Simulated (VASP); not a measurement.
# HPbNO4 (P1) in VASP: notebook

The runs below take HPbNO4 through single point, with PBEsol.

Program: VASP 6.6.1. These are calculated values, not measurements. Logs are shortened: lines on timing, memory, paths and dates and some standing lists are left out, and cuts for length are marked.

## Step 1: The cell of the first run

The typed cell holds 7 atoms: a = 4.141 Å, b = 4.231 Å, c = 6.614 Å, α = 72.37°, β = 72.00°, γ = 61.17°.

## Step 2: Single point, PBEsol

File INCAR:

```
PREC = Accurate
ENCUT = 520
EDIFF = 1E-7
ISMEAR = -1
SIGMA = 0.05
LREAL = F
LASPH = T
NELM = 80
ALGO = Normal
ISIF = 2
LWAVE = F
LCHARG = F
GGA = PS
NBANDS = 31
```

File KPOINTS:

```
regular mesh
0
Gamma
  5 5 3
```

File POSCAR:

```
HPbNO4
1.0
    4.1408323736      0.0272117790      0.0037135939
    2.0161614331      3.7202464285     -0.0201447492
    2.0298982390      1.2122801520      6.1765418400
H Pb N O
1 1 1 4
Direct
    0.8988002658      0.6788555556      0.6196908115
    0.1391188167      0.9389996326      0.8829027018
    0.2554050887      0.2869993806      0.3048969383
    0.8337844137      0.6509530812      0.7794456469
    0.3872792981      0.2156428018      0.1144259680
    0.3068216918      0.0295806119      0.4631429667
    0.0775204253      0.6147689364      0.3269949668
```

Potentials or basis: VASP PAW PBE potentials, release 64 (H, Pb_d, N, O).

Launch:

```sh
> cat potpaw_PBE.64/H/POTCAR potpaw_PBE.64/Pb_d/POTCAR potpaw_PBE.64/N/POTCAR potpaw_PBE.64/O/POTCAR > POTCAR
> mpirun -np 1 vasp_std > vasp.out
```

OUTCAR:

```text
PREC = Accurate
   ENCUT = 520
   EDIFF = 1E-7
   ISMEAR = -1
   LREAL = F
   LASPH = T
   NELM = 80
   ISIF = 2
   GGA = PS

 ion  position               nearest neighbor table
   1  0.899  0.679  0.620-   4 0.99
   2  0.139  0.939  0.883-   4 2.47   4 2.48   4 2.60   6 2.60   5 2.81   5 2.83   7 2.83   5 2.83

   3  0.255  0.287  0.305-   6 1.25   7 1.25   5 1.27
   4  0.834  0.651  0.779-   1 0.99   2 2.47   2 2.48   2 2.60
   5  0.387  0.216  0.114-   3 1.27   2 2.81   2 2.83   2 2.83
   6  0.307  0.030  0.463-   3 1.25   2 2.60
   7  0.078  0.615  0.327-   3 1.25   2 2.83

  Warning from LATTYP: Got some problem with cell dimensions!
  Tried to take original basis but could not verify dimensions!
  LATTYP: Found a triclinic cell.
 ALAT       =     7.4142057516
 B/A-ratio  =     0.5707279651
 C/A-ratio  =     0.8943039393
 COS(alpha) =     0.0010126586
 COS(beta)  =     0.1778402514
 COS(gamma) =     0.8721256110

  Lattice vectors:

 A1 = (   0.1085095074,  -7.4132810780,   0.0440030923)
 A2 = (  -2.0161614331,  -3.7202464285,   0.0201447492)
 A3 = (   2.1109341346,  -1.1850683730,  -6.1728282461)

Analysis of symmetry for initial positions (statically):
=====================================================================
 Subroutine PRICEL returns:
 Original cell was already a primitive cell.

 Routine SETGRP: Setting up the symmetry group for a
 triclinic supercell.

 Subroutine GETGRP returns: Found  1 space group operations
 (whereof  1 operations were pure point group operations)
 out of a pool of  2 trial point group operations.

The static configuration has the point symmetry C_1 .

Analysis of symmetry for dynamics (positions and initial velocities):
=====================================================================
 Subroutine PRICEL returns:
 Original cell was already a primitive cell.

 Routine SETGRP: Setting up the symmetry group for a
 triclinic supercell.

 Subroutine GETGRP returns: Found  1 space group operations
 (whereof  1 operations were pure point group operations)
 out of a pool of  2 trial point group operations.

The dynamic configuration has the point symmetry C_1 .

 Subroutine INISYM returns: Found  1 space group operations
 (whereof  1 operations are pure point group operations),
 and found     1 'primitive' translations

[... 103 lines left out ...]
   NELM   =     80;   NELMIN=  2; NELMDL= -5     # of ELM steps
   EDIFF  = 0.1E-06   stopping-criterion for ELM
   LREAL  =      F    real-space projection
   EDIFFG = 0.1E-05   stopping-criterion for IOM
   NSW    =      0    number of steps for IOM
   IBRION =     -1    ionic relax: 0-MD 1-quasi-New 2-CG
   NFREE  =      0    steps in history (QN), initial steepest desc. (CG)
   ISIF   =      2    stress and relaxation
   ISYM   =      2    0-nonsym 1-usesym 2-fastsym
   POTIM  = 0.5000    time-step for ionic-motion
   TEBEG  =    0.0;   TEEND  =   0.0 temperature during run
   PSTRESS=    0.0 pullay stress
   NELECT =      44.0000    total number of electrons
   NUPDOWN=      -1.0000    fix difference up-down
   EMIN   =  10.00;   EMAX   =-10.00  energy-range for DOS
   EFERMI =   0.00;   METHOD = LEGACY
   ISMEAR =    -1;   SIGMA  =   0.05  broadening in eV -4-tet -1-fermi 0-gaus
   EFERMI_NEDOS =   21; number of points for ismear=-14 and -15
   IALGO  =     38    algorithm
   IMIX   =      4    mixing-type and parameters
     AMIX     =   0.40;   BMIX     =  1.00
     AMIX_MAG =   1.60;   BMIX_MAG =  1.00
  volume/ion in A,a.u.               =      13.56        91.48
  Fermi-wavevector in a.u.,A,eV,Ry     =   1.267118  2.394505 21.845339  1.605587
  Thomas-Fermi vector in A             =   2.400283
   LORBIT       =      0    0 simple, 1 ext, 2 COOP (PROOUT), +10 PAW based schemes
   GGA     = PS    functional components
   LHFCALC =     F    Hartree Fock is set to
   AEXX    =    0.0000 exact exchange contribution
   IVDW    =     0    specifies the selected vdW correction
   LEPSILON=     F    determine dielectric tensor
   LRPA    =     F    only Hartree local field effects (RPA)
 non-spin polarized calculation
  energy-cutoff  :      520.00
  volume of cell :       94.89
 maximum number of plane-waves:      2575
   NGX = 15   NGY = 15   NGZ = 25

 number of electron      44.0000002 magnetization

 Free energy of the ion-electron system (eV)
  ---------------------------------------------------
  ext. energy  EPLUGINS =         0.00000000
  ---------------------------------------------------
  free energy    TOTEN  =       -42.29631585 eV

  energy without entropy =      -42.29631585  energy(sigma->0) =      -42.29631585

 E-fermi :   2.6029     XC(G=0):  -9.1391

 val. band max:        1.3963331121   @ k =  -0.2000   0.4000   0.3333
 cond. band min:       4.0661367538   @ k =  -0.2000   0.4000   0.3333
 fundamental gap:      2.6698036417
 Fermi energy:         2.6028512143

 k-point     1 :       0.0000    0.0000    0.0000
  band No.  band energies     occupation
      1     -24.9221      2.00000
      2     -19.3963      2.00000
      3     -19.1161      2.00000
      4     -16.3506      2.00000
      5     -13.7763      2.00000
      6     -13.7639      2.00000
[... 805 lines left out ...]
     30      12.1553      0.00000
     31      13.6215      0.00000

 [... further k-points ...]

------------------------ aborting loop because EDIFF is reached ----------------------------------------

  FORCE on cell =-STRESS in cart. coord.  units (eV):
  Direction    XX          YY          ZZ          XY          YZ          ZX
  --------------------------------------------------------------------------------------
  -------------------------------------------------------------------------------------
  Total       -0.1503299      0.8051945      0.8302945     -0.0077332     -0.0661399      0.0120815
  in kB       -2.5382215     13.5951818     14.0189793     -0.1305705     -1.1167288      0.2039882
  external PRESSURE =       8.3586466 kB  Pullay stress =       0.0000000 kB

 VOLUME and BASIS-vectors are now :
 -----------------------------------------------------------------------------
  energy-cutoff  :      520.00
  volume of cell :       94.89
      direct lattice vectors                 reciprocal lattice vectors
     4.140832374  0.027211779  0.003713594     0.242410853 -0.131664319 -0.053825479
     2.016161433  3.720246428 -0.020144749    -0.001723791  0.269450293 -0.052318940
     2.029898239  1.212280152  6.176541840    -0.000151370  0.000957972  0.161764618

 POSITION                                       TOTAL-FORCE (eV/Angst)
 -----------------------------------------------------------------------------------
      6.34837      3.30121      3.81721         0.000981     -0.010451     -0.130900
      4.26145      4.56742      5.43489         0.001724      0.005256      0.004420
      2.25514      1.44428      1.87838        -0.000038     -0.053268     -0.089987
      6.34718      3.38930      4.80426        -0.000977      0.007139      0.111969
      2.27070      0.95150      0.70385         0.006622     -0.161371     -0.377790
      2.27027      0.67986      2.86117         0.008074     -0.317073      0.424888
      2.22424      2.68561      2.00760        -0.016385      0.529769      0.057399
 -----------------------------------------------------------------------------------
    total drift:                               -0.000117      0.000010      0.000218

  FREE ENERGIE OF THE ION-ELECTRON SYSTEM (eV)
  ---------------------------------------------------
  free  energy   TOTEN  =       -42.2963158513 eV

  energy  without entropy=      -42.2963158513  energy(sigma->0) =      -42.29631585
```

It took 58 s on 1 thread of Intel Xeon 6975P-C (Granite Rapids), shared host; peak memory 0.27 GiB.

What came out:

- Free energy: -42.2963 eV
- Pressure: 0.8 GPa
- Largest force: 0.533 eV/Å
- Band gap on the k mesh: 2.67 eV

Forces in eV/Å, atoms in the order of the input:
```
H    0.001 -0.010 -0.131
Pb   0.002  0.005  0.004
N    0.000 -0.053 -0.090
O   -0.001  0.007  0.112
O    0.007 -0.161 -0.378
O    0.008 -0.317  0.425
O   -0.016  0.530  0.057
```

Caveat: the standard files for N, O and F lose accuracy on very short bonds; the PAW data sets were made with another functional, which shifts forces and pressure a little; spin-orbit coupling is left out, which moves the levels of the heavy elements; an odd mesh through Γ misses points on the zone boundary, where band edges can lie.

## Step 3: Single point, PBEsol

This run uses another cell than the first one, of 14.48 Å³/atom.

File INCAR:

```
PREC = Accurate
ENCUT = 520
EDIFF = 1E-6
ISMEAR = -1
SIGMA = 0.05
LREAL = F
LASPH = T
NELM = 60
ALGO = Normal
ISIF = 2
LWAVE = F
LCHARG = T
GGA = PS
LELF = T
LVHAR = T
NBANDS = 31
```

File KPOINTS:

```
Automatic mesh
0
Gamma
  7 7 5
```

File POSCAR:

```
HPbNO4
1.0
    4.2040700000      0.0000000000      0.0000000000
    2.0217200000      3.8395200000      0.0000000000
    2.0468600000      1.2790000000      6.2813200000
H Pb N O
1 1 1 4
Direct
    0.8914500000      0.6820200000      0.6279600000
    0.1442600000      0.9287200000      0.8835200000
    0.2567000000      0.2886100000      0.3017100000
    0.8310800000      0.6505600000      0.7840500000
    0.3869400000      0.2238000000      0.1129500000
    0.3110400000      0.0357600000      0.4585600000
    0.0772600000      0.6063300000      0.3227500000
```

Potentials or basis: VASP PAW PBE potentials, release 64 (H, Pb_d, N, O).

Launch:

```sh
> cat potpaw_PBE.64/H/POTCAR potpaw_PBE.64/Pb_d/POTCAR potpaw_PBE.64/N/POTCAR potpaw_PBE.64/O/POTCAR > POTCAR
> mpirun -np 1 vasp_std > vasp.out
```

Wall time 4.5 min (1 thread of Intel Xeon 6975P-C (Granite Rapids), shared host); peak memory 0.47 GiB.

Results (log left out):

| Quantity | Value |
| --- | --- |
| Free energy | -42.2521 eV |
| Pressure | -2.2 GPa |
| Largest force | 0.382 eV/Å |
| Band gap on the k mesh | 2.78 eV (least direct gap 2.81 eV) |

Forces on the atoms (eV/Å):
```
H   -0.002 -0.037 -0.343
Pb  -0.003 -0.071 -0.028
N   -0.001 -0.030 -0.094
O    0.008  0.063  0.377
O   -0.004  0.019 -0.043
O    0.002 -0.053  0.139
O    0.000  0.110 -0.007
```

Stress tensor (GPa, compression positive):
```
-2.30  0.04  0.01
 0.04 -2.23 -0.03
 0.01 -0.03 -2.03
```

Levels at points of the mesh, in eV from the valence-band top:
```tsv
k point	band 18	band 19	band 20	band 21	band 22	band 23	band 24	band 25	band 26	band 27
(0.00, 0.00, 0.00)	-2.07	-2.05	-1.58	-1.38	-0.71	3.56	4.24	5.39	6.15	6.28
```

Caveat: the standard files for N, O and F lose accuracy on very short bonds; the PAW data sets were made with another functional, which shifts forces and pressure a little; spin-orbit coupling is left out, which moves the levels of the heavy elements; an odd mesh through Γ misses points on the zone boundary, where band edges can lie.
